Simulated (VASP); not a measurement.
Set up this calculation in VASP 6.6.1, as the native input.

| Item | Value |
| --- | --- |
| Task | single point |
| Functional | LDA |
| Potentials or basis | VASP PAW LDA potentials, release 64 (Rb_sv, Zn, As) |
| Cutoff | 520 eV |
| k mesh | 4 × 4 × 2, shifted |
| Occupations | fermi-dirac, width 0.1 eV |
| Spin | no spin polarisation |
| Dipole correction | no |
| k mesh for the DOS | 6 × 6 × 3 |
| Occupations for the DOS | tetrahedron |
| Further INCAR settings | ALGO = Fast; EDIFF = 1e-06 |

The system is RbZn4As3.

```
Rb Zn As
1.0
     4.21744   -0.01717   -0.00642
    -0.01717    4.20589    0.03135
    -0.01593    0.07777   10.55461
Rb Zn As
1 4 3
Cartesian
  4.0964 0.2414 5.1992
  4.1167 2.2626 1.6518
  2.0620 4.0835 1.6747
  0.0266 2.0706 8.9350
  2.0179 4.2090 8.8906
  2.1589 2.0180 2.7777
  2.1965 1.8950 7.6099
  4.0863 4.1448 10.4561
```

One way to write it, as run:

POSCAR

```
RbZn4As3
1.0
    4.2174439900     -0.0171732500     -0.0064203300
   -0.0171732500      4.2058894200      0.0313527000
   -0.0159266800      0.0777696200     10.5546066200
Rb Zn As
1 4 3
Direct
    0.9733750000      0.0522500000      0.4930350000
    0.9788920000      0.5390860000      0.1554900000
    0.4934510000      0.9700310000      0.1560840000
    0.0114480000      0.4767400000      0.8451430000
    0.4856560000      0.9871990000      0.8397040000
    0.5148190000      0.4770510000      0.2620670000
    0.5253110000      0.4393940000      0.7200170000
    0.9765840000      0.9711980000      0.9883760000
```

INCAR.step1

```
  PREC = Accurate
  ENCUT = 520
  EDIFF = 1E-6
  ISMEAR = -1
  SIGMA = 0.1
  LREAL = False
  LASPH = True
  NELM = 100
  ALGO = Fast
  ISIF = 2
  LWAVE = False
  LCHARG = True
  NBANDS = 46
```

KPOINTS.step1

```
Automatic mesh
0
Gamma
  4 4 2
  0 0.5 0
```

INCAR.step2

```
  PREC = Accurate
  ENCUT = 520
  EDIFF = 1E-6
  ISMEAR = -5
  SIGMA = 0.1
  LREAL = False
  LASPH = True
  NELM = 100
  ALGO = Fast
  ISIF = 2
  LWAVE = False
  LCHARG = False
  LORBIT = 10
  NEDOS = 2001
  ICHARG = 11
```

KPOINTS.step2

```
regular mesh
0
Gamma
  6 6 3
```

Potentials or basis: VASP PAW LDA potentials, release 64 (Rb_sv, Zn, As).

The run is started by

```sh
$ cat potpaw_LDA.64/Rb_sv/POTCAR potpaw_LDA.64/Zn/POTCAR potpaw_LDA.64/As/POTCAR > POTCAR
$ cp INCAR.step1 INCAR
$ cp KPOINTS.step1 KPOINTS
$ mpirun -np 1 vasp_std > vasp.out
$ cp INCAR.step2 INCAR
$ cp KPOINTS.step2 KPOINTS
$ mpirun -np 1 vasp_std > vasp.out
```

Results of the run:

* Valence electrons inside the program's atomic spheres: Rb 7.29; Zn 10.83, 10.80, 10.78, 10.81; As 2.88, 2.84, 2.81

Run time: 3.5 min on 1 thread of Intel(R) Xeon(R) 6975P-C (Granite Rapids), on a shared host, peak memory 0.47 GiB.
